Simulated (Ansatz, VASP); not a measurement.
# Os: VASP beside Ansatz

INCAR

```
ALGO = Fast
EDIFF = 1E-7
ENCUT = 520
GGA = PE
ISIF = 2
ISMEAR = 0
LASPH = True
LCHARG = False
LREAL = False
LWAVE = False
NBANDS = 15
NELM = 80
PREC = Accurate
SIGMA = 0.15
```

Contents of KPOINTS:

```
k-points
0
Gamma
  18 18 12
```

File POSCAR:

```
Os
1.0
    2.6247359765      0.0000000000      0.0000000000
   -1.3123679883      2.2730880339      0.0000000000
    0.0000000000      0.0000000000      3.9741240000
Os
2
Direct
    0.3333333333      0.6666666667      0.2500000000
    0.6666666667      0.3333333333      0.7500000000
```

Input for Ansatz:

```yaml
crystal:
  lattice:
    - [2.6247359765, 0.0, 0.0]
    - [-1.3123679883, 2.2730880339, 0.0]
    - [0.0, 0.0, 3.974124]
  atoms:
    - { symbol: Os, position: [0.3333333333, 0.6666666667, 0.25] }
    - { symbol: Os, position: [0.6666666667, 0.3333333333, 0.75] }
basis:
  ecutwfc: 420
kpoints:
  mp_grid: { grid: [18, 18, 12] }
hamiltonian:
  xc: pbe
scf:
  occupations: { method: gaussian, width: 0.15 }
output:
  forces: true
  stress: true
  eigenvalues: true
```

Change from the starting cell: strain -0.040 along x and y, -0.080 along z, atoms carried along.

Alike in both runs: task single point; functional PBE; k mesh 18 × 18 × 12; occupations gaussian, width 0.15 eV; no spin polarisation.

|  | VASP | Ansatz |
| --- | --- | --- |
| version | VASP 6.6.1 | Ansatz 0.2.0 |
| potentials or method | VASP PAW PBE potentials, release 64 (Os), cutoff 520 eV | scalar-relativistic, plane waves, PAW |
| valence electrons in the cell | 16 | 32 |

Ansatz gave:

- gap on the k mesh at the Fermi level (eV): none
- pressure (GPa): 117.3
- traceless stress, the component that is largest in VASP (GPa): 33.29

Question: Estimate VASP's values.

Answer: gap on the k mesh at the Fermi level (eV): none; pressure (GPa): 121.1; traceless stress, the component that is largest in VASP (GPa): 33.23.

A gap of «none» marks a metal or a gap that the smearing closes. Both programs put the cell under a high pressure, so it lies far from rest at this level. The functional is the same, so the differences come from potentials, cutoffs and numerics. VASP's potentials hold 16 valence electrons a cell and Ansatz's 32, so a difference there can come from the potentials and not from the codes.

Spin-orbit coupling is off throughout. Noted on VASP's run: the cell as given lies far from equilibrium.
